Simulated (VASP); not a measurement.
Wanted: the native input for a VASP 6.6.1 run.

| Property | Result |
| --- | --- |
| Task | relaxation of cell and atoms |
| Functional | PBE |
| Potentials or basis | VASP PAW PBE potentials, release 64 (Pr_3, Y_sv, Se), 4f in core |
| Cutoff | 500 eV |
| k mesh | 2 × 2 × 2 |
| Occupations | gaussian, width 0.15 eV |
| Spin | no spin polarisation |
| Dipole correction | no |
| Further INCAR settings | ALGO = Normal; EDIFF = 1e-07; IBRION = 2; EDIFFG = -0.08; NSW = 36; ISIF = 3 |

The structure of PrYSe3 lies in POSCAR:

```
PrYSe3
1.0
    5.4047218100      0.0000000000      0.0000000000
    0.0000000000      5.4047218100      0.0000000000
    0.0000000000      0.0000000000      5.4047218100
Pr Y Se
1 1 3
Direct
    0.5000000000      0.5000000000      0.5000000000
    0.0000000000      0.0000000000      0.0000000000
    0.5000000000      0.0000000000      0.0000000000
    0.0000000000      0.5000000000      0.0000000000
    0.0000000000      0.0000000000      0.5000000000
```

The cell was generated, and may not be a known phase.

One way to write it, as run:

INCAR

```
SYSTEM = PrYSe3
  PREC = Accurate
  ENCUT = 500
  EDIFF = 1E-7
  ISMEAR = 0
  SIGMA = 0.15
  LREAL = .False.
  LASPH = .True.
  NELM = 200
  ALGO = Normal
  ISIF = 3
  LWAVE = .False.
  LCHARG = .False.
  GGA = PE
  IBRION = 2
  NSW = 36
  EDIFFG = -0.08
  GGA_COMPAT = .False.
  NELMIN = 4
  LMAXMIX = 6
```

KPOINTS

```
regular mesh
0
Gamma
  2 2 2
  0 0 0
```

Potentials or basis: VASP PAW PBE potentials, release 64 (Pr_3, Y_sv, Se), 4f in core.

Launch:

```sh
$ cat potpaw_PBE.64/Pr_3/POTCAR potpaw_PBE.64/Y_sv/POTCAR potpaw_PBE.64/Se/POTCAR > POTCAR
$ mpirun -np 1 vasp_std > vasp.out
```

Results of the run:

| Quantity | Value |
| --- | --- |
| Pressure after relaxing | -0.2 GPa |
| Band gap on the k mesh | 0.29 eV (least direct gap 0.58 eV) |

Caveat: the k points lie up to 0.58 Å⁻¹ apart in the final cell; the relaxation stopped at its first step, so nothing moved; semilocal functionals underestimate gaps, and a narrow one can read as zero; spin-orbit coupling is left out, which moves the levels of the heavy elements; the 4f electrons are frozen in the core, so they carry no moment and show no levels.

Run time: 88 s on 1 thread of AMD EPYC 7R13 Processor (Zen 3) (shared host), peak memory 0.22 GiB.
